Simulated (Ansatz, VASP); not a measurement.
**One calculation of KF, two programs**

File INCAR:

```
PREC = Accurate ; ENCUT = 520
EDIFF = 1E-6 ; ISMEAR = -1
SIGMA = 0.01 ; LREAL = F
LASPH = T ; NELM = 100
ALGO = Normal ; ISIF = 2
LWAVE = F ; LCHARG = F
GGA = PE ; NBANDS = 15
```

KPOINTS

```
Automatic mesh
0
Gamma
  9 9 9
```

POSCAR

```
KF
1.0
   -0.0534700000      2.6735000000      2.6735000000
    2.6735000000     -0.0534700000      2.6735000000
    2.6200300000      2.6200300000      0.0000000000
K F
1 1
Direct
    0.0000000000      0.0000000000      0.0000000000
    0.5000000000      0.5000000000      0.5000000000
```

Input for Ansatz:

```yaml
crystal:
  lattice:
    - [-0.05347, 2.6735, 2.6735]
    - [2.6735, -0.05347, 2.6735]
    - [2.62003, 2.62003, 0.0]
  atoms:
    - { symbol: K, position: [0.0, 0.0, 0.0] }
    - { symbol: F, position: [0.5, 0.5, 0.5] }
kpoints:
  mp_grid: { grid: [9, 9, 9] }
scf:
  occupations: { method: fermi_dirac, width: 0.01 }
hamiltonian:
  xc: pbe
  pseudopotentials: { kind: all_electron, lapw: { basis_error: 0.001 } }
output:
  forces: true
  stress: true
  eigenvalues: true
```

Change from the starting cell: xy shear strain of -4 %.

Alike in both runs: task single point; functional PBE; k mesh 9 × 9 × 9; occupations fermi-dirac, width 0.01 eV; no spin polarisation.

|  | VASP | Ansatz |
| --- | --- | --- |
| version | VASP 6.6.1 | Ansatz 0.2.0 |
| potentials or method | VASP PAW PBE potentials, release 64 (K_sv, F), cutoff 520 eV | all-electron LAPW, scalar-relativistic |

|  | VASP | Ansatz | Ansatz less VASP |
| --- | --- | --- | --- |
| gap on the k mesh at the Fermi level (eV) | 6.13 | 6.14 | +0.012 |
| pressure (GPa) | 1.3 | 1.3 | -0.04 |
| traceless stress, the component that is largest in VASP (GPa) | 0.52 | 0.53 | +0.007 |

Ansatz ran all-electron here, and VASP with PAW potentials.
